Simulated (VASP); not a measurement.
B:

```
B
1.0
    -1.51236    1.51236    0.80419
     1.51236   -1.51236    0.80419
     1.51236    1.51236   -0.80419
B
1
Direct
  0.50000 0.50000 0.00000
```

The cell was generated, and may not be a known phase.

| Property | Result |
| --- | --- |
| Program | VASP 6.6.1 |
| Task | relaxation of cell and atoms |
| Functional | PBE |
| Potentials or basis | VASP PAW PBE potentials, release 64 (B) |
| Cutoff | 600 eV |
| k mesh | 38 × 38 × 38 |
| Occupations | gaussian, width 0.1 eV |
| Spin | no spin polarisation |

At the start: pressure -1.6 GPa; volume 7.36 Å³/atom.

**Question.** How do energy, volume and symmetry change on relaxing?

**Answer.** Over 8 steps the energy falls by 10.1 meV/atom and the volume is 6.93 Å³/atom (-5.8 %); space group I4/mmm (No. 139, to 0.1 Å) before and after.

Step by step:
| step | energy change (eV) | largest force (eV/Å) | pressure (GPa) | volume (Å³) |
| --- | --- | --- | --- | --- |
| 1 | 0.0000 | 0.0000 | -1.55 | 7.36 |
| 2 | -0.0044 | 0.0000 | -5.95 | 7.28 |
| 3 | -0.0044 | 0.0000 | -5.75 | 7.28 |
| 4 | -0.0079 | 0.0000 | -3.90 | 7.14 |
| 5 | -0.0099 | 0.0000 | -1.21 | 6.96 |
| 6 | -0.0100 | 0.0000 | -0.66 | 6.93 |
| 7 | -0.0101 | 0.0000 | 0.15 | 6.93 |
| 8 | -0.0101 | 0.0000 | 0.00 | 6.93 |

Final structure:
```cif
data_structure
_symmetry_space_group_name_H-M 'P 1'
_symmetry_Int_Tables_number 1
_cell_length_a 2.2206
_cell_length_b 2.2206
_cell_length_c 2.2206
_cell_angle_alpha 97.657
_cell_angle_beta 97.657
_cell_angle_gamma 137.181
_cell_volume 6.93
loop_
_atom_site_label
_atom_site_type_symbol
_atom_site_fract_x
_atom_site_fract_y
_atom_site_fract_z
_atom_site_occupancy
B1 B 0.50000 0.50000 0.00000 1
```
